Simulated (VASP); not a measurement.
Here is a VASP 6.6.1 calculation.

INCAR

```
ALGO = Normal ; EDIFF = 1E-6
ENCUT = 500 ; GGA = PE
GGA_COMPAT = F ; ISIF = 2
ISMEAR = 0 ; LASPH = T
LCHARG = F ; LREAL = F
LWAVE = F ; NBANDS = 11
NELM = 120 ; PREC = Accurate
SIGMA = 0.1
```

File KPOINTS:

```
k-points
0
Gamma
  6 6 6
```

The input POSCAR:

```
Si
1.0
    0.0000000000      2.7154700000      2.7154700000
    2.7154700000      0.0000000000      2.7154700000
    2.7154700000      2.7154700000      0.0000000000
Si
2
Direct
    0.5000000000      0.5000000000      0.5000000000
    0.7500000000      0.7500000000      0.7500000000
```

Potentials or basis: VASP PAW PBE potentials, release 64 (Si).

Command:

```sh
$ cat potpaw_PBE.64/Si/POTCAR > POTCAR
$ mpirun -np 1 vasp_std > vasp.out
```

(1) Estimate the pressure.

(2) Predict the band gap on the k mesh.

## Answers

(1) 2.0 GPa.

(2) 0.71 eV, indirect (least direct gap 2.56 eV).
